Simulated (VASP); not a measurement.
**Ag: electric field gradients with LDA**

Ag:

```xyz
1
Lattice="0.0000 2.0431 2.0227 2.0431 0.0000 2.0227 2.0431 2.0431 0.0000" Properties=species:S:1:pos:R:3 pbc="T T T"
Ag    0.0000    0.0000    0.0000
```

This cell differs from its parent crystal: zz strain of -1 %.

| Quantity | Value |
| --- | --- |
| Program | VASP 6.6.1 |
| Task | electric field gradients |
| Functional | LDA |
| Potentials or basis | VASP PAW LDA potentials, release 64 (Ag) |
| Cutoff | 520 eV |
| k mesh | 15 × 15 × 15 |
| Occupations | fermi-dirac, width 0.05 eV |
| Spin | no spin polarisation |
| Dipole correction | no |
| Further INCAR settings | ALGO = Normal; EDIFF = 1e-08; NBANDS = 12 |

```
Pressure : -6.3 GPa
```

Levels at points of the mesh, in eV from the Fermi level:
```csv
k point,band 2,band 3,band 4,band 5,band 6,band 7,band 8,band 9,band 10,band 11
"(0.00, 0.00, 0.00)",-4.97,-4.97,-4.91,-3.91,-3.84,15.91,19.42,19.42,19.55,24.51
```

Electric field gradients, principal values (V/Å²):
| atom | least | middle | greatest (by size) |
| --- | --- | --- | --- |
| 1 Ag | -0.288 | -0.289 | 0.577 |

Wall time 33 s on 1 thread of AMD EPYC 9R14 (Zen 4) (shared host), peak memory 0.14 GiB.

Caveat: the cell differs from its parent crystal (zz strain of -1 %); without QUAD_EFG the Cq values of the log hold for a quadrupole moment of 1 mb, not for the nuclei.
